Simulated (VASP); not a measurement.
# Ru (P6_3/mmc) in VASP: single point with LDA

Aim: the single point of Ru with LDA.

Everything below comes from runs of VASP 6.6.1. Logs are shortened: lines on timing, memory, paths and dates and some standing lists are left out, and cuts for length are marked.

## (1) The cell of the first run

The structure is hexagonal, space group P6_3/mmc (No. 194). The conventional cell has a = 2.674 Å, b = 2.674 Å, c = 4.227 Å, α = 90.00°, β = 90.00°, γ = 120.00°. Ru (site symmetry -6m2) has 12 Ru at 2.62 to 2.67 Å within 3.5 Å.

## (2) Single point, LDA

Contents of POSCAR:

```
Ru
1.0
    2.6735333232      0.0000000000      0.0000000000
   -1.3367666616      2.3153477758      0.0000000000
    0.0000000000      0.0000000000      4.2272762510
Ru
2
Direct
    0.3333333333      0.6666666667      0.7500000000
    0.6666666667      0.3333333333      0.2500000000
```

Contents of INCAR.step1:

```
SYSTEM = Ru
  PREC = Accurate
  ENCUT = 520
  EDIFF = 1E-7
  ISMEAR = 0
  SIGMA = 0.05
  LREAL = .False.
  LASPH = .True.
  NELM = 60
  ALGO = Normal
  ISIF = 2
  LWAVE = .False.
  LCHARG = .True.
  LMAXMIX = 4
  GGA = CA
  NBANDS = 21
```

Contents of KPOINTS.step1:

```
regular mesh
0
Gamma
  18 18 10
  0 0 0
```

Contents of INCAR.step2:

```
SYSTEM = Ru
  PREC = Accurate
  ENCUT = 520
  EDIFF = 1E-7
  ISMEAR = -5
  SIGMA = 0.05
  LREAL = .False.
  LASPH = .True.
  NELM = 60
  ALGO = Normal
  ISIF = 2
  LWAVE = .False.
  LCHARG = .False.
  LMAXMIX = 4
  GGA = CA
  LORBIT = 11
  NEDOS = 1001
  ICHARG = 11
```

Contents of KPOINTS.step2:

```
regular mesh
0
Gamma
  27 27 15
  0 0 0
```

Potentials or basis: VASP PAW LDA potentials, release 64 (Ru_pv).

On the command line:

```
> cat potpaw_LDA.64/Ru_pv/POTCAR > POTCAR
> cp INCAR.step1 INCAR
> cp KPOINTS.step1 KPOINTS
> mpirun -np 1 vasp_std > vasp.out
> cp INCAR.step2 INCAR
> cp KPOINTS.step2 KPOINTS
> mpirun -np 1 vasp_std > vasp.out
```

OUTCAR:

```text
SYSTEM = Ru
   PREC = Accurate
   ENCUT = 520
   EDIFF = 1E-7
   ISMEAR = -5
   LREAL = .False.
   LASPH = .True.
   NELM = 60
   ISIF = 2
   GGA = CA
   LORBIT = 11
   ICHARG = 11

 ion  position               nearest neighbor table
   1  0.333  0.667  0.750-   2 2.62   2 2.62   2 2.62   2 2.62   2 2.62   2 2.62
   2  0.667  0.333  0.250-   1 2.62   1 2.62   1 2.62   1 2.62   1 2.62   1 2.62

  LATTYP: Found a hexagonal cell.
 ALAT       =     2.6735333232
 C/A-ratio  =     1.5811571205

  Lattice vectors:

 A1 = (   2.6735333232,   0.0000000000,   0.0000000000)
 A2 = (  -1.3367666616,   2.3153477758,   0.0000000000)
 A3 = (   0.0000000000,   0.0000000000,   4.2272762510)

Analysis of symmetry for initial positions (statically):
=====================================================================
 Subroutine PRICEL returns:
 Original cell was already a primitive cell.

 Routine SETGRP: Setting up the symmetry group for a
 hexagonal supercell.

 Subroutine GETGRP returns: Found 24 space group operations
 (whereof 12 operations were pure point group operations)
 out of a pool of 24 trial point group operations.

The static configuration has the point symmetry D_3d.
 The point group associated with its full space group is D_6h.

Analysis of symmetry for dynamics (positions and initial velocities):
=====================================================================
 Subroutine PRICEL returns:
 Original cell was already a primitive cell.

 Routine SETGRP: Setting up the symmetry group for a
 hexagonal supercell.

 Subroutine GETGRP returns: Found 24 space group operations
 (whereof 12 operations were pure point group operations)
 out of a pool of 24 trial point group operations.

The dynamic configuration has the point symmetry D_3d.
 The point group associated with its full space group is D_6h.

 Subroutine INISYM returns: Found 24 space group operations
 (whereof 12 operations are pure point group operations),
 and found     1 'primitive' translations

----------------------------------------------------------------------------------------

                                     Primitive cell

  volume of cell :      26.1675

  direct lattice vectors                    reciprocal lattice vectors
     2.673533323  0.000000000  0.000000000     0.374036857  0.215950280  0.000000000
    -1.336766662  2.315347776  0.000000000     0.000000000  0.431900560  0.000000000
     0.000000000  0.000000000  4.227276251     0.000000000  0.000000000  0.236558943
[... 92 lines left out ...]
   ISIF   =      2    stress and relaxation
   ISYM   =      2    0-nonsym 1-usesym 2-fastsym
   POTIM  = 0.5000    time-step for ionic-motion
   TEBEG  =    0.0;   TEEND  =   0.0 temperature during run
   PSTRESS=    0.0 pullay stress
   NELECT =      28.0000    total number of electrons
   NUPDOWN=      -1.0000    fix difference up-down
   EMIN   =  10.00;   EMAX   =-10.00  energy-range for DOS
   EFERMI =   0.00;   METHOD = LEGACY
   ISMEAR =    -5;   SIGMA  =   0.05  broadening in eV -4-tet -1-fermi 0-gaus
   EFERMI_NEDOS =   21; number of points for ismear=-14 and -15
   IALGO  =     38    algorithm
   IMIX   =      4    mixing-type and parameters
     AMIX     =   0.40;   BMIX     =  1.00
     AMIX_MAG =   1.60;   BMIX_MAG =  1.00
  volume/ion in A,a.u.               =      13.08        88.29
  Fermi-wavevector in a.u.,A,eV,Ry     =   1.674455  3.164260 38.147986  2.803798
  Thomas-Fermi vector in A             =   2.759247
   LORBIT       =     11    0 simple, 1 ext, 2 COOP (PROOUT), +10 PAW based schemes
   GGA     = CA    functional components
   LHFCALC =     F    Hartree Fock is set to
   AEXX    =    0.0000 exact exchange contribution
   IVDW    =     0    specifies the selected vdW correction
   LEPSILON=     F    determine dielectric tensor
   LRPA    =     F    only Hartree local field effects (RPA)
 non-spin polarized calculation
 Fermi weights with tetrahedron method with Bloechl corrections
  energy-cutoff  :      520.00
  volume of cell :       26.17
 maximum number of plane-waves:       732
 NGX is ok and might be reduce to    20

 number of electron      27.9999992 magnetization

 Free energy of the ion-electron system (eV)
  ---------------------------------------------------
  ext. energy  EPLUGINS =         0.00000000
  ---------------------------------------------------
  free energy    TOTEN  =       -21.38982398 eV

  energy without entropy =      -21.38982398  energy(sigma->0) =      -21.38982398

 E-fermi :  13.4009     XC(G=0): -14.6086

 val. band max:       13.4520445106   @ k =   0.4444  -0.0000   0.2000
 cond. band min:      13.3961255568   @ k =   0.2593   0.2222   0.1333
 fundamental gap:     -0.0559189539
 Fermi energy:        13.4009298270

 k-point     1 :       0.0000    0.0000    0.0000
  band No.  band energies     occupation
      1     -30.2230      2.00000
      2     -29.1494      2.00000
      3     -29.1494      2.00000
      4     -28.9547      2.00000
      5     -28.9547      2.00000
      6     -28.9080      2.00000
[... 481 lines left out ...]
      5     -29.1698      2.00000
      6     -29.0805      2.00000
[... 10 lines left out ...]
     17      15.5090      0.00000
     18      22.5645      0.00000

 [... further k-points ...]

------------------------ aborting loop because EDIFF is reached ----------------------------------------

  FORCE on cell =-STRESS in cart. coord.  units (eV):
  Direction    XX          YY          ZZ          XY          YZ          ZX
  --------------------------------------------------------------------------------------
  -------------------------------------------------------------------------------------
  Total        0.1584200      0.1584200     -0.2021508      0.0000000     -0.0000000     -0.0000000
  in kB        9.6996949      9.6996949    -12.3772315      0.0000000     -0.0000000     -0.0000000
  external PRESSURE =       2.3407194 kB  Pullay stress =       0.0000000 kB

 VOLUME and BASIS-vectors are now :
 -----------------------------------------------------------------------------
  energy-cutoff  :      520.00
  volume of cell :       26.17
      direct lattice vectors                 reciprocal lattice vectors
     2.673533323  0.000000000  0.000000000     0.374036857  0.215950280  0.000000000
    -1.336766662  2.315347776  0.000000000     0.000000000  0.431900560  0.000000000
     0.000000000  0.000000000  4.227276251     0.000000000  0.000000000  0.236558943

 POSITION                                       TOTAL-FORCE (eV/Angst)
 -----------------------------------------------------------------------------------
     -0.00000      1.54357      3.17046         0.000000     -0.000000      0.000000
      1.33677      0.77178      1.05682        -0.000000      0.000000      0.000000
 -----------------------------------------------------------------------------------
    total drift:                               -0.000000      0.000000     -0.000000

  FREE ENERGIE OF THE ION-ELECTRON SYSTEM (eV)
  ---------------------------------------------------
  free  energy   TOTEN  =       -21.3898239768 eV

  energy  without entropy=      -21.3898239768  energy(sigma->0) =      -21.38982398

 total charge

# of ion       s       p       d       tot
------------------------------------------
    1        0.422   6.340   5.991  12.754
    2        0.422   6.340   5.991  12.754
--------------------------------------------------
tot          0.845  12.680  11.982  25.507
```

OSZICAR.step1:

```text
N       E                     dE             d eps       ncg     rms          rms(c)
DAV:   1     0.289367120753E+03    0.28937E+03   -0.17504E+04  9324   0.150E+03
DAV:   2    -0.168660139211E+02   -0.30623E+03   -0.29695E+03  9549   0.449E+02
DAV:   3    -0.227950791364E+02   -0.59291E+01   -0.58934E+01 11024   0.703E+01
DAV:   4    -0.228391023138E+02   -0.44023E-01   -0.43946E-01 11610   0.584E+00
DAV:   5    -0.228396141800E+02   -0.51187E-03   -0.50760E-03 10557   0.570E-01    0.201E+01
DAV:   6    -0.214923137305E+02    0.13473E+01   -0.30280E+00 10769   0.167E+01    0.554E+00
DAV:   7    -0.214020810181E+02    0.90233E-01   -0.45044E-01 10489   0.476E+00    0.116E+00
DAV:   8    -0.213907476795E+02    0.11333E-01   -0.17054E-02 10119   0.131E+00    0.355E-01
DAV:   9    -0.213902542917E+02    0.49339E-03   -0.50434E-04 10727   0.235E-01    0.272E-02
DAV:  10    -0.213902780445E+02   -0.23753E-04   -0.16713E-05 10382   0.424E-02    0.925E-03
DAV:  11    -0.213902775800E+02    0.46454E-06   -0.40111E-06 10469   0.196E-02    0.104E-03
DAV:  12    -0.213902775702E+02    0.98298E-08   -0.46895E-08  6577   0.207E-03
   1 F= -.21390278E+02 E0= -.21389103E+02  d E =-.234975E-02
```

Wall time 5.7 min (1 thread of Intel Xeon 8259CL, shared host); peak memory 0.35 GiB.

What came out:

```
Valence electrons inside the program's atomic spheres : Ru 12.75
```

Caveat: tetrahedron occupations give inexact forces and stress in metals.
